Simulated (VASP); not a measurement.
# Cu in VASP: notebook

The runs below take Cu through single point, with PBEsol.

Everything below comes from runs of VASP 6.6.1. Logs are shortened: lines on timing, memory, paths and dates and some standing lists are left out, and cuts for length are marked.

## (1) The cell of the first run

The cell holds a slab with vacuum, 7 atoms: a = 2.520 Å, b = 2.520 Å, c = 27.344 Å, α = 90.00°, β = 90.00°, γ = 120.00°.

## (2) Single point, PBEsol

INCAR

```
PREC     = Accurate       # precision mode
ENCUT    = 520            # plane-wave cutoff, eV
EDIFF    = 1E-6           # SCF threshold, eV
ISMEAR   = 0              # smearing method
SIGMA    = 0.1            # smearing width, eV
LREAL    = F              # projectors in reciprocal space
LASPH    = T              # aspherical terms in the spheres
NELM     = 60             # most SCF steps
ALGO     = Fast           # electronic algorithm
ISIF     = 2              # what is computed and relaxed
LWAVE    = F              # write WAVECAR
LCHARG   = T              # write CHGCAR
LDIPOL   = T            
IDIPOL   = 3            
DIPOL    = 0.5 0.5 0.500
GGA      = PS             # functional
LELF     = T              # ELF
LVHAR    = T            
LVACPOTAV= T            
NBANDS   = 48             # bands
```

KPOINTS

```
regular mesh
0
Gamma
  15 15 1
```

POSCAR

```
Cu
1.0
    2.5196845643      0.0000000000      0.0000000000
   -1.2598422821      2.1821108422      0.0000000000
    0.0000000000      0.0000000000     27.3438829904
Cu
7
Direct
    0.6666666667      0.3333333333      0.2742843803
    0.3333333333      0.6666666667      0.3495229202
    0.0000000000      0.0000000000      0.4247614601
    0.6666666667      0.3333333333      0.5000000000
    0.3333333333      0.6666666667      0.5752385399
    0.0000000000      0.0000000000      0.6504770798
    0.6666666667      0.3333333333      0.7257156197
```

Potentials or basis: VASP PAW PBE potentials, release 64 (Cu).

Run with:

```console
$ cat potpaw_PBE.64/Cu/POTCAR > POTCAR
$ mpirun -np 1 vasp_std > vasp.out
```

OUTCAR:

```text
PREC = Accurate
   ENCUT = 520
   EDIFF = 1E-6
   ISMEAR = 0
   LREAL = F
   LASPH = T
   NELM = 60
   ISIF = 2
   GGA = PS

 ion  position               nearest neighbor table
   1  0.667  0.333  0.274-   2 2.52   2 2.52   2 2.52
   2  0.333  0.667  0.350-   3 2.52   1 2.52   1 2.52   3 2.52   3 2.52   1 2.52
   3  0.000  0.000  0.425-   2 2.52   4 2.52   2 2.52   4 2.52   4 2.52   2 2.52
   4  0.667  0.333  0.500-   3 2.52   5 2.52   5 2.52   3 2.52   3 2.52   5 2.52
   5  0.333  0.667  0.575-   6 2.52   4 2.52   4 2.52   6 2.52   6 2.52   4 2.52
   6  0.000  0.000  0.650-   5 2.52   7 2.52   5 2.52   7 2.52   7 2.52   5 2.52
   7  0.667  0.333  0.726-   6 2.52   6 2.52   6 2.52

  LATTYP: Found a hexagonal cell.
 ALAT       =     2.5196845643
 C/A-ratio  =    10.8521056079

  Lattice vectors:

 A1 = (   2.5196845643,   0.0000000000,   0.0000000000)
 A2 = (  -1.2598422821,   2.1821108422,   0.0000000000)
 A3 = (   0.0000000000,   0.0000000000,  27.3438829904)

Analysis of symmetry for initial positions (statically):
=====================================================================
 Subroutine PRICEL returns:
 Original cell was already a primitive cell.

 Routine SETGRP: Setting up the symmetry group for a
 hexagonal supercell.

 Subroutine GETGRP returns: Found 12 space group operations
 (whereof  6 operations were pure point group operations)
 out of a pool of 24 trial point group operations.

The static configuration has the point symmetry C_3v.
 The point group associated with its full space group is D_3d.

Analysis of symmetry for dynamics (positions and initial velocities):
=====================================================================
 Subroutine PRICEL returns:
 Original cell was already a primitive cell.

 Routine SETGRP: Setting up the symmetry group for a
 hexagonal supercell.

 Subroutine GETGRP returns: Found 12 space group operations
 (whereof  6 operations were pure point group operations)
 out of a pool of 24 trial point group operations.

The dynamic configuration has the point symmetry C_3v.
 The point group associated with its full space group is D_3d.

 Subroutine INISYM returns: Found 12 space group operations
 (whereof  6 operations are pure point group operations),
 and found     1 'primitive' translations

----------------------------------------------------------------------------------------

                                     Primitive cell

  volume of cell :     150.3430

  direct lattice vectors                    reciprocal lattice vectors
     2.519684564  0.000000000  0.000000000     0.396875075  0.229135931  0.000000000
    -1.259842282  2.182110842  0.000000000     0.000000000  0.458271863  0.000000000
     0.000000000  0.000000000 27.343882990     0.000000000  0.000000000  0.036571251

  length of vectors
     2.519684564  2.519684564 27.343882990     0.458271863  0.458271863  0.036571251

  position of ions in fractional coordinates (direct lattice)
     0.666666667  0.333333333  0.274284380
     0.333333333  0.666666667  0.349522920
     0.000000000  0.000000000  0.424761460
     0.666666667  0.333333333  0.500000000
     0.333333333  0.666666667  0.575238540
     0.000000000  0.000000000  0.650477080
     0.666666667  0.333333333  0.725715620

  ion indices of the primitive-cell ions
   primitive index   ion index
                 1           1
                 2           2
                 3           3
                 4           4
                 5           5
                 6           6
                 7           7

----------------------------------------------------------------------------------------

 KPOINTS: regular mesh

Automatic generation of k-mesh.
 Grid dimensions read from file:
 generate k-points for:   15   15    1

 Generating k-lattice:

  Cartesian coordinates                     Fractional coordinates (reciprocal lattice)
     0.026458338  0.015275729  0.000000000     0.066666667  0.000000000  0.000000000
     0.000000000  0.030551458  0.000000000     0.000000000  0.066666667  0.000000000
     0.000000000  0.000000000  0.036571251     0.000000000  0.000000000  1.000000000

  Length of vectors
     0.030551458  0.030551458  0.036571251

  Shift w.r.t. Gamma in fractional coordinates (k-lattice)
     0.000000000  0.000000000  0.000000000

 Subroutine IBZKPT returns following result:
 ===========================================

 Found     27 irreducible k-points:

 Following reciprocal coordinates:
            Coordinates               Weight
  0.000000  0.000000  0.000000      1.000000
  0.066667  0.000000  0.000000      6.000000
  0.133333 -0.000000  0.000000      6.000000
  0.200000 -0.000000  0.000000      6.000000
  0.266667 -0.000000  0.000000      6.000000
  0.333333 -0.000000  0.000000      6.000000
[... 16 lines left out ...]
  0.333333  0.200000  0.000000     12.000000
  0.400000  0.200000  0.000000      6.000000
 [... further k-points ...]
   k-points           NKPTS =     27   k-points in BZ     NKDIM =     27   number of bands    NBANDS=     48
   number of dos      NEDOS =    301   number of ions     NIONS =      7
   total plane-waves  NPLWV =  84000
   dimension x,y,z NGX =    20 NGY =   20 NGZ =  210
   dimension x,y,z NGXF=    40 NGYF=   40 NGZF=  420
   ions per type =               7
   NGX,Y,Z   is equivalent  to a cutoff of  13.20, 13.20, 12.77 a.u.
   NGXF,Y,Z  is equivalent  to a cutoff of  26.39, 26.39, 25.54 a.u.
 SYSTEM =  unknown system
   PREC   = accura    normal or accurate (medium, high low for compatibility)
   ISTART =      0    job   : 0-new  1-cont  2-samecut
   ICHARG =      2    charge: 1-file 2-atom 10-const
   ISPIN  =      1    spin polarized calculation?
   LNONCOLLINEAR =      F non collinear calculations
   LSORBIT =      F    spin-orbit coupling
   LASPH  =      T    aspherical Exc in radial PAW
   ENCUT  =  520.0 eV  38.22 Ry    6.18 a.u.   4.68  4.68 50.84*2*pi/ulx,y,z
   NELM   =     60;   NELMIN=  2; NELMDL= -5     # of ELM steps
   EDIFF  = 0.1E-05   stopping-criterion for ELM
   LREAL  =      F    real-space projection
   EDIFFG = 0.1E-04   stopping-criterion for IOM
   NSW    =      0    number of steps for IOM
   IBRION =     -1    ionic relax: 0-MD 1-quasi-New 2-CG
   NFREE  =      0    steps in history (QN), initial steepest desc. (CG)
   ISIF   =      2    stress and relaxation
   ISYM   =      2    0-nonsym 1-usesym 2-fastsym
   POTIM  = 0.5000    time-step for ionic-motion
   TEBEG  =    0.0;   TEEND  =   0.0 temperature during run
   PSTRESS=    0.0 pullay stress
   NELECT =      77.0000    total number of electrons
   NUPDOWN=      -1.0000    fix difference up-down
   EMIN   =  10.00;   EMAX   =-10.00  energy-range for DOS
   EFERMI =   0.00;   METHOD = LEGACY
   ISMEAR =     0;   SIGMA  =   0.10  broadening in eV -4-tet -1-fermi 0-gaus
   EFERMI_NEDOS =   21; number of points for ismear=-14 and -15
   IALGO  =     68    algorithm
   IMIX   =      4    mixing-type and parameters
     AMIX     =   0.40;   BMIX     =  1.00
     AMIX_MAG =   1.60;   BMIX_MAG =  1.00
  volume/ion in A,a.u.               =      21.48       144.94
  Fermi-wavevector in a.u.,A,eV,Ry     =   1.309817  2.475196 23.342441  1.715621
  Thomas-Fermi vector in A             =   2.440390
   LORBIT       =      0    0 simple, 1 ext, 2 COOP (PROOUT), +10 PAW based schemes
   GGA     = PS    functional components
   LHFCALC =     F    Hartree Fock is set to
   AEXX    =    0.0000 exact exchange contribution
   IVDW    =     0    specifies the selected vdW correction
   LEPSILON=     F    determine dielectric tensor
   LRPA    =     F    only Hartree local field effects (RPA)
 non-spin polarized calculation
 RMM-DIIS sequential band-by-band and
 Gauss-broadening in eV      SIGMA  =   0.10
  energy-cutoff  :      520.00
  volume of cell :      150.34
 maximum number of plane-waves:      4097
 NGX is ok and might be reduce to    20
   NGX =  9   NGY =  9   NGZ =101

 number of electron      76.9999999 magnetization

 dipolmoment           0.000000      0.000000      0.000002 electrons x Angstroem

 Free energy of the ion-electron system (eV)
  ---------------------------------------------------
  ext. energy  EPLUGINS =         0.00000000
  ---------------------------------------------------
  free energy    TOTEN  =       -29.08246614 eV

  energy without entropy =      -29.07555311  energy(sigma->0) =      -29.07900962

 E-fermi :   1.9422     XC(G=0):  -7.6067

 val. band max:        1.9263612352   @ k =   0.1333   0.1333   0.0000
 cond. band min:       2.0170810095   @ k =   0.2000   0.0667   0.0000
 fundamental gap:      0.0907197743
 Fermi energy:         1.9422251264

 k-point     1 :       0.0000    0.0000    0.0000
  band No.  band energies     occupation
      1      -7.7246      2.00000
      2      -7.1974      2.00000
      3      -6.3890      2.00000
      4      -5.3923      2.00000
      5      -4.3723      2.00000
      6      -3.6932      2.00000
[... 40 lines left out ...]
     47       8.1278      0.00000
     48       8.5371      0.00000

 k-point     2 :       0.0667    0.0000    0.0000
  band No.  band energies     occupation
      1      -7.5769      2.00000
      2      -7.0524      2.00000
      3      -6.2486      2.00000
      4      -5.2586      2.00000
      5      -4.2484      2.00000
      6      -3.5827      2.00000
[... 40 lines left out ...]
     47       8.2621      0.00000
     48       8.6532      0.00000

 k-point     3 :       0.1333   -0.0000    0.0000
  band No.  band energies     occupation
      1      -7.1408      2.00000
      2      -6.6255      2.00000
      3      -5.8381      2.00000
      4      -4.8731      2.00000
      5      -3.8995      2.00000
      6      -3.2759      2.00000
[... 1060 lines left out ...]
     47       9.5868      0.00000
     48       9.8745      0.00000

 k-point    24 :       0.4000    0.2000    0.0000
  band No.  band energies     occupation
      1      -2.8905      2.00000
      2      -2.8431      2.00000
      3      -2.6706      2.00000
      4      -2.6643      2.00000
      5      -2.5182      2.00000
      6      -2.4746      2.00000
[... 40 lines left out ...]
     47       9.2586      0.00000
     48       9.6720      0.00000

 [... further k-points ...]
[... 5 lines left out ...]
  --------------------------------------------------------------------------------------
  -------------------------------------------------------------------------------------
  Total       -1.3674712     -1.3674712      0.0072727     -0.0000000     -0.0000000      0.0000000
  in kB      -14.5728876    -14.5728876      0.0775035     -0.0000000     -0.0000000      0.0000000
  external PRESSURE =      -9.6894239 kB  Pullay stress =       0.0000000 kB

 VOLUME and BASIS-vectors are now :
 -----------------------------------------------------------------------------
  energy-cutoff  :      520.00
  volume of cell :      150.34
      direct lattice vectors                 reciprocal lattice vectors
     2.519684564  0.000000000  0.000000000     0.396875075  0.229135931  0.000000000
    -1.259842282  2.182110842  0.000000000     0.000000000  0.458271863  0.000000000
     0.000000000  0.000000000 27.343882990     0.000000000  0.000000000  0.036571251

 POSITION                                       TOTAL-FORCE (eV/Angst)
 -----------------------------------------------------------------------------------
      1.25984      0.72737      7.50000         0.000000     -0.000000      0.053197
     -0.00000      1.45474      9.55731         0.000000      0.000000     -0.074661
      0.00000      0.00000     11.61463         0.000000      0.000000     -0.028292
      1.25984      0.72737     13.67194        -0.000000      0.000000     -0.000000
     -0.00000      1.45474     15.72926        -0.000000     -0.000000      0.028292
      0.00000      0.00000     17.78657        -0.000000     -0.000000      0.074661
      1.25984      0.72737     19.84388        -0.000000      0.000000     -0.053197
 -----------------------------------------------------------------------------------
    total drift:                               -0.000000      0.000000      0.000156

  FREE ENERGIE OF THE ION-ELECTRON SYSTEM (eV)
  ---------------------------------------------------
  free  energy   TOTEN  =       -29.0824661398 eV

  energy  without entropy=      -29.0755531076  energy(sigma->0) =      -29.07900962

 vacuum level on the upper side and lower side of the slab         6.869         6.869
```

Run time: 12 min. Hardware: 1 thread of Intel Xeon 8259CL, shared host; peak memory 0.35 GiB.

Results:

| Item | Value |
| --- | --- |
| Free energy | -29.0825 eV |
| Largest force | 0.075 eV/Å |
| Band gap on the k mesh | zero (an odd number of electrons rules out a gap without spin polarisation) |

Forces on the atoms (eV/Å):
```
Cu   0.000  0.000  0.053
Cu   0.000  0.000 -0.075
Cu   0.000  0.000 -0.028
Cu   0.000  0.000  0.000
Cu   0.000  0.000  0.028
Cu   0.000  0.000  0.075
Cu   0.000  0.000 -0.053
```

Levels at points of the mesh, in eV from the Fermi level:
```
           k point  band 35  band 36  band 37  band 38  band 39  band 40  band 41  band 42  band 43  band 44
(0.00, 0.00, 0.00)    -2.12    -1.94    -1.94    -1.74    -1.74    -1.71    -1.71    -0.89    -0.57     4.25
```

Caveat: the PAW data sets were made with another functional, which shifts forces and pressure a little.

## (3) Single point, PBEsol

INCAR

```
SYSTEM = Cu
ALGO     = Fast           ! electronic algorithm
DIPOL    = 0.5 0.5 0.500
EDIFF    = 1E-6           ! SCF threshold, eV
ENCUT    = 520            ! plane-wave cutoff, eV
GGA      = PS             ! functional
IDIPOL   = 3            
ISIF     = 2              ! what is computed and relaxed
ISMEAR   = 0              ! smearing method
LASPH    = .TRUE.         ! aspherical terms in the spheres
LCHARG   = .TRUE.         ! write CHGCAR
LDIPOL   = .TRUE.       
LELF     = .TRUE.         ! ELF
LREAL    = .FALSE.        ! projectors in reciprocal space
LVACPOTAV= .TRUE.       
LVHAR    = .TRUE.       
LWAVE    = .FALSE.        ! write WAVECAR
NBANDS   = 48             ! bands
NELM     = 100            ! most SCF steps
PREC     = Accurate       ! precision mode
SIGMA    = 0.1            ! smearing width, eV
```

KPOINTS

```
k-points
0
G
  15 15 1
  0 0 0
```

POSCAR

```
Cu
1.0
    2.5196845643      0.0000000000      0.0000000000
   -1.2598422821      2.1821108422      0.0000000000
    0.0000000000      0.0000000000     27.3438829904
Cu
7
Direct
    0.6666666667      0.3333333333      0.2748098268
    0.3333333333      0.6666666667      0.3493780812
    0.0000000000      0.0000000000      0.4245921347
    0.6666666667      0.3333333333      0.5000000015
    0.3333333333      0.6666666667      0.5754078682
    0.0000000000      0.0000000000      0.6506219181
    0.6666666667      0.3333333333      0.7251901695
```

Potentials or basis: VASP PAW PBE potentials, release 64 (Cu).

Run with:

```console
$ cat potpaw_PBE.64/Cu/POTCAR > POTCAR
$ mpirun -np 1 vasp_std > vasp.out
```

It took 11 min on 1 thread of Intel Xeon 8259CL, shared host; peak memory 0.35 GiB.

Results (log left out):

```yaml
Free_energy: -29.0833 eV
Largest_force: 0.027 eV/Å
Band_gap_on_the_k_mesh: zero (an odd number of electrons rules out a gap without spin polarisation)
```

Forces in eV/Å, atoms in the order of the input:
```
Cu   0.000  0.000 -0.027
Cu   0.000  0.000 -0.001
Cu   0.000  0.000  0.000
Cu   0.000  0.000  0.000
Cu   0.000  0.000  0.000
Cu   0.000  0.000  0.001
Cu   0.000  0.000  0.027
```

Levels at points of the mesh, in eV from the Fermi level:
```csv
k point,band 35,band 36,band 37,band 38,band 39,band 40,band 41,band 42,band 43,band 44
"(0.00, 0.00, 0.00)",-2.14,-1.95,-1.95,-1.75,-1.75,-1.72,-1.72,-0.89,-0.56,4.25
```

Caveat: the PAW data sets were made with another functional, which shifts forces and pressure a little.

The gap in the log of VASP goes by the Fermi energy; the results here count the filled bands.